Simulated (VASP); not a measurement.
# LiCl (Pm-3m) in VASP: notebook, part 2 of 2

VASP 6.6.1.

**4. Single point, PBE**

This run uses another cell than the first one, of 17.50 Å³/atom, 1.064 times its volume.

The input, INCAR:

```
SYSTEM = LiCl
PREC = Accurate
ENCUT = 520
EDIFF = 1E-7
ISMEAR = 0
SIGMA = 0.01
LREAL = .False.
LASPH = .True.
NELM = 100
ALGO = Normal
ISIF = 2
LWAVE = .False.
LCHARG = .False.
GGA = PE
NBANDS = 12
```

The input, KPOINTS:

```
Automatic mesh
0
Gamma
  8 8 8
  0 0 0
```

The input, POSCAR:

```
LiCl
1.0
    3.2711235759      0.0000000000      0.0000000000
    0.0000000000      3.2711235759      0.0000000000
    0.0000000000      0.0000000000      3.2711235759
Li Cl
1 1
Direct
    0.0000000000      0.0000000000      0.0000000000
    0.5000000000      0.5000000000      0.5000000000
```

Potentials or basis: VASP PAW PBE potentials, release 64 (Li_sv, Cl).

Launch:

```
$ cat potpaw_PBE.64/Li_sv/POTCAR potpaw_PBE.64/Cl/POTCAR > POTCAR
$ mpirun -np 1 vasp_std > vasp.out
```

OUTCAR:

```text
SYSTEM = LiCl
   PREC = Accurate
   ENCUT = 520
   EDIFF = 1E-7
   ISMEAR = 0
   LREAL = .False.
   LASPH = .True.
   NELM = 100
   ISIF = 2
   GGA = PE

 ion  position               nearest neighbor table
   1  0.000  0.000  0.000-
   2  0.500  0.500  0.500-

  LATTYP: Found a simple cubic cell.
 ALAT       =     3.2711235759

  Lattice vectors:

 A1 = (   3.2711235759,   0.0000000000,   0.0000000000)
 A2 = (   0.0000000000,   3.2711235759,   0.0000000000)
 A3 = (   0.0000000000,   0.0000000000,   3.2711235759)

Analysis of symmetry for initial positions (statically):
=====================================================================
 Subroutine PRICEL returns:
 Original cell was already a primitive cell.

 Routine SETGRP: Setting up the symmetry group for a
 simple cubic supercell.

 Subroutine GETGRP returns: Found 48 space group operations
 (whereof 48 operations were pure point group operations)
 out of a pool of 48 trial point group operations.

The static configuration has the point symmetry O_h .

Analysis of symmetry for dynamics (positions and initial velocities):
=====================================================================
 Subroutine PRICEL returns:
 Original cell was already a primitive cell.

 Routine SETGRP: Setting up the symmetry group for a
 simple cubic supercell.

 Subroutine GETGRP returns: Found 48 space group operations
 (whereof 48 operations were pure point group operations)
 out of a pool of 48 trial point group operations.

The dynamic configuration has the point symmetry O_h .

 Subroutine INISYM returns: Found 48 space group operations
 (whereof 48 operations are pure point group operations),
 and found     1 'primitive' translations

----------------------------------------------------------------------------------------

                                     Primitive cell

  volume of cell :      35.0018

  direct lattice vectors                    reciprocal lattice vectors
     3.271123576  0.000000000  0.000000000     0.305705357  0.000000000  0.000000000
     0.000000000  3.271123576  0.000000000     0.000000000  0.305705357  0.000000000
     0.000000000  0.000000000  3.271123576     0.000000000  0.000000000  0.305705357

  length of vectors
     3.271123576  3.271123576  3.271123576     0.305705357  0.305705357  0.305705357

  position of ions in fractional coordinates (direct lattice)
     0.000000000  0.000000000  0.000000000
     0.500000000  0.500000000  0.500000000

  ion indices of the primitive-cell ions
   primitive index   ion index
                 1           1
                 2           2

----------------------------------------------------------------------------------------

 KPOINTS: Automatic mesh

Automatic generation of k-mesh.
 Grid dimensions read from file:
 generate k-points for:    8    8    8

 Generating k-lattice:

  Cartesian coordinates                     Fractional coordinates (reciprocal lattice)
     0.038213170  0.000000000  0.000000000     0.125000000  0.000000000  0.000000000
     0.000000000  0.038213170  0.000000000     0.000000000  0.125000000  0.000000000
     0.000000000  0.000000000  0.038213170     0.000000000  0.000000000  0.125000000

  Length of vectors
     0.038213170  0.038213170  0.038213170

  Shift w.r.t. Gamma in fractional coordinates (k-lattice)
     0.000000000  0.000000000  0.000000000

 Subroutine IBZKPT returns following result:
 ===========================================

 Found     35 irreducible k-points:

 Following reciprocal coordinates:
            Coordinates               Weight
  0.000000  0.000000  0.000000      1.000000
  0.125000  0.000000  0.000000      6.000000
  0.250000  0.000000  0.000000      6.000000
  0.375000  0.000000  0.000000      6.000000
  0.500000  0.000000  0.000000      3.000000
  0.125000  0.125000  0.000000     12.000000
[... 16 lines left out ...]
  0.375000  0.375000  0.125000     24.000000
  0.500000  0.375000  0.125000     24.000000
 [... further k-points ...]
   k-points           NKPTS =     35   k-points in BZ     NKDIM =     35   number of bands    NBANDS=     12
   number of dos      NEDOS =    301   number of ions     NIONS =      2
   total plane-waves  NPLWV =  13824
   dimension x,y,z NGX =    24 NGY =   24 NGZ =   24
   dimension x,y,z NGXF=    48 NGYF=   48 NGZF=   48
   ions per type =               1   1
   NGX,Y,Z   is equivalent  to a cutoff of  12.20, 12.20, 12.20 a.u.
   NGXF,Y,Z  is equivalent  to a cutoff of  24.39, 24.39, 24.39 a.u.
 SYSTEM =  LiCl
   PREC   = accura    normal or accurate (medium, high low for compatibility)
   ISTART =      0    job   : 0-new  1-cont  2-samecut
   ICHARG =      2    charge: 1-file 2-atom 10-const
   ISPIN  =      1    spin polarized calculation?
   LNONCOLLINEAR =      F non collinear calculations
   LSORBIT =      F    spin-orbit coupling
   LASPH  =      T    aspherical Exc in radial PAW
   ENCUT  =  520.0 eV  38.22 Ry    6.18 a.u.   6.08  6.08  6.08*2*pi/ulx,y,z
   NELM   =    100;   NELMIN=  2; NELMDL= -5     # of ELM steps
   EDIFF  = 0.1E-06   stopping-criterion for ELM
   LREAL  =      F    real-space projection
   EDIFFG = 0.1E-05   stopping-criterion for IOM
   NSW    =      0    number of steps for IOM
   IBRION =     -1    ionic relax: 0-MD 1-quasi-New 2-CG
   NFREE  =      0    steps in history (QN), initial steepest desc. (CG)
   ISIF   =      2    stress and relaxation
   ISYM   =      2    0-nonsym 1-usesym 2-fastsym
   POTIM  = 0.5000    time-step for ionic-motion
   TEBEG  =    0.0;   TEEND  =   0.0 temperature during run
   PSTRESS=    0.0 pullay stress
   NELECT =      10.0000    total number of electrons
   NUPDOWN=      -1.0000    fix difference up-down
   EMIN   =  10.00;   EMAX   =-10.00  energy-range for DOS
   EFERMI =   0.00;   METHOD = LEGACY
   ISMEAR =     0;   SIGMA  =   0.01  broadening in eV -4-tet -1-fermi 0-gaus
   EFERMI_NEDOS =   21; number of points for ismear=-14 and -15
   IALGO  =     38    algorithm
   IMIX   =      4    mixing-type and parameters
     AMIX     =   0.40;   BMIX     =  1.00
     AMIX_MAG =   1.60;   BMIX_MAG =  1.00
  volume/ion in A,a.u.               =      17.50       118.10
  Fermi-wavevector in a.u.,A,eV,Ry     =   1.078230  2.037558 15.817846  1.162579
  Thomas-Fermi vector in A             =   2.214163
   LORBIT       =      0    0 simple, 1 ext, 2 COOP (PROOUT), +10 PAW based schemes
   GGA     = PE    functional components
   LHFCALC =     F    Hartree Fock is set to
   AEXX    =    0.0000 exact exchange contribution
   IVDW    =     0    specifies the selected vdW correction
   LEPSILON=     F    determine dielectric tensor
   LRPA    =     F    only Hartree local field effects (RPA)
 non-spin polarized calculation
 Gauss-broadening in eV      SIGMA  =   0.01
  energy-cutoff  :      520.00
  volume of cell :       35.00
 maximum number of plane-waves:       968
   NGX = 13   NGY = 13   NGZ = 13

 number of electron      10.0000013 magnetization

 Free energy of the ion-electron system (eV)
  ---------------------------------------------------
  ext. energy  EPLUGINS =         0.00000000
  ---------------------------------------------------
  free energy    TOTEN  =        -6.82132588 eV

  energy without entropy =       -6.82132588  energy(sigma->0) =       -6.82132588

 E-fermi :   1.6451     XC(G=0):  -8.6164

 val. band max:        1.5512512657   @ k =   0.5000   0.5000   0.0000
 cond. band min:       5.9850669514   @ k =   0.0000   0.0000   0.0000
 fundamental gap:      4.4338156856
 Fermi energy:         1.6451404532

 k-point     1 :       0.0000    0.0000    0.0000
  band No.  band energies     occupation
      1     -43.7637      2.00000
      2     -12.6854      2.00000
      3       0.7348      2.00000
      4       0.7348      2.00000
      5       0.7348      2.00000
      6       5.9851      0.00000
      7      10.2427      0.00000
      8      10.2427      0.00000
      9      14.7592      0.00000
     10      14.7592      0.00000
     11      14.7592      0.00000
     12      18.5624      0.00000
[... 331 lines left out ...]
 k-point    24 :       0.5000    0.3750    0.1250
  band No.  band energies     occupation
      1     -43.7586      2.00000
      2     -11.6843      2.00000
      3      -1.7842      2.00000
      4      -1.3348      2.00000
      5       1.0355      2.00000
      6       7.2040      0.00000
      7      10.0177      0.00000
      8      10.2225      0.00000
      9      13.3325      0.00000
     10      14.2550      0.00000
     11      16.0875      0.00000
     12      17.0793      0.00000

 [... further k-points ...]

------------------------ aborting loop because EDIFF is reached ----------------------------------------

  FORCE on cell =-STRESS in cart. coord.  units (eV):
  Direction    XX          YY          ZZ          XY          YZ          ZX
  --------------------------------------------------------------------------------------
  -------------------------------------------------------------------------------------
  Total        0.0394624      0.0394624      0.0394624      0.0000000      0.0000000     -0.0000000
  in kB        1.8063550      1.8063550      1.8063550      0.0000000      0.0000000     -0.0000000
  external PRESSURE =       1.8063550 kB  Pullay stress =       0.0000000 kB

 VOLUME and BASIS-vectors are now :
 -----------------------------------------------------------------------------
  energy-cutoff  :      520.00
  volume of cell :       35.00
      direct lattice vectors                 reciprocal lattice vectors
     3.271123576  0.000000000  0.000000000     0.305705357  0.000000000  0.000000000
     0.000000000  3.271123576  0.000000000     0.000000000  0.305705357  0.000000000
     0.000000000  0.000000000  3.271123576     0.000000000  0.000000000  0.305705357

 POSITION                                       TOTAL-FORCE (eV/Angst)
 -----------------------------------------------------------------------------------
      0.00000      0.00000      0.00000         0.000000      0.000000      0.000000
      1.63556      1.63556      1.63556         0.000000      0.000000      0.000000
 -----------------------------------------------------------------------------------
    total drift:                                0.000000     -0.000000     -0.000000

  FREE ENERGIE OF THE ION-ELECTRON SYSTEM (eV)
  ---------------------------------------------------
  free  energy   TOTEN  =        -6.8213258812 eV

  energy  without entropy=       -6.8213258812  energy(sigma->0) =       -6.82132588
```

stdout:

```text
POSCAR found type information on POSCAR LiCl
 POSCAR found :  2 types and       2 ions
 scaLAPACK will be used
 LDA part: xc-table for (Slater+PW92), standard interpolation
 POSCAR, INCAR and KPOINTS ok, starting setup
 FFT: planning ... GRIDC
 FFT: planning ... GRID_SOFT
 FFT: planning ... GRID
 WAVECAR not read
 entering main loop
```

It took 12 s on 1 thread of Intel Xeon 6975P-C, shared host; peak memory 0.13 GiB.

Results:

| Quantity | Value |
| --- | --- |
| Free energy | -6.8213 eV |
| Band gap on the k mesh | 4.43 eV, indirect (least direct gap 5.22 eV) |

Caveat: the cutoff is under 1.25 times the usual one of these potentials, so pressure, stress and relaxed cells hold a basis-set (Pulay) error.

**5. Summary**

```tsv
level	cell	k mesh	gap on the mesh (eV)
r2SCAN	a = 3.204 Å, 2 atoms	6 × 6 × 6	5.63
r2SCAN	a = 3.238 Å, 2 atoms	6 × 6 × 6	5.53
PBE	a = 3.271 Å, 2 atoms	8 × 8 × 8	4.43
```

Alike in all rows: task single point; potentials or basis VASP PAW PBE potentials, release 64 (Li_sv, Cl); no spin polarisation; cutoff (eV) 520; smearing gaussian 0.01 eV.

Caveats: the cutoff is under 1.25 times the usual one of these potentials, so pressure, stress and relaxed cells hold a basis-set (Pulay) error; the PAW data sets were made with another functional, which shifts forces and pressure a little (some runs).

Total energies depend on the potentials used, so only differences within one code and one set of settings carry meaning.
